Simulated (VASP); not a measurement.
CO2, 12 atoms in the cell. Symmetry: Pa-3, No. 205, cubic system. The conventional cell has a = 5.292 Å, b = 5.292 Å, c = 5.292 Å, α = 90.00°, β = 90.00°, γ = 90.00°. C (site symmetry -3) has 2 O at 1.17 Å within 1.6 Å. Within 1.6 Å of O (site symmetry 3) lie 1 C at 1.17 Å. 

```yaml
Program: VASP 6.6.1
Task: relaxation of cell and atoms
Functional: PBE
Dispersion: D3(BJ)
Potentials_or_basis: VASP PAW PBE potentials, release 64 (C, O)
Cutoff: 600 eV
k_mesh: 4 × 4 × 4
Occupations: gaussian, width 0.01 eV
Spin: no spin polarisation
Target_pressure: 3.45 GPa
Dipole_correction: no
Further_INCAR_settings: ALGO = Normal; EDIFF = 1e-06; IBRION = 2; EDIFFG = -0.002; NSW = 80; ISIF = 3
```

Potentials or basis: VASP PAW PBE potentials, release 64 (C, O).

Run with:

```sh
$ cat potpaw_PBE.64/C/POTCAR potpaw_PBE.64/O/POTCAR > POTCAR
$ mpirun -np 1 vasp_std > vasp.out
```

Hardware: 1 thread of Oxide Virtual Turin-like Processor, with other jobs on the host.

Question: Estimate the wall time of this run.

Answer: It took 15 min on 1 thread of Oxide Virtual Turin-like Processor, on a shared host, peak memory 0.26 GiB. Counts: scf iterations 71, k points 11, ion steps 10.
